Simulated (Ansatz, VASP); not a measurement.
**Two plane-wave programs on Pd**

```
Pd
1.0
     0.00000    1.94650    1.94650
     1.94650    0.00000    1.94650
     1.94650    1.94650    0.00000
Pd
1
Direct
  0.00000 0.00000 0.00000
```

Alike in both runs: task single point; functional PBE; k mesh 12 × 12 × 12; occupations gaussian, width 0.024 eV; no spin polarisation.

|  | VASP | Ansatz |
| --- | --- | --- |
| version | VASP 6.6.1 | Ansatz 0.2.0 |
| potentials or method | VASP PAW PBE potentials, release 64 (Pd) | Ansatz PAW |
| plane-wave cutoff (eV) | 520 | 420 |
| valence electrons in the cell | 10 | 18 |

VASP gave:

```
gap on the k mesh at the Fermi level (eV) : none
pressure (GPa)                            : 6.5
```

**Question.** Estimate Ansatz's values.

**Answer.** gap on the k mesh at the Fermi level (eV): none; pressure (GPa): 6.9.

A gap of «none» marks a metal or a gap that the smearing closes. VASP's potentials hold 10 valence electrons a cell and Ansatz's 18, so a difference there can come from the potentials and not from the codes.
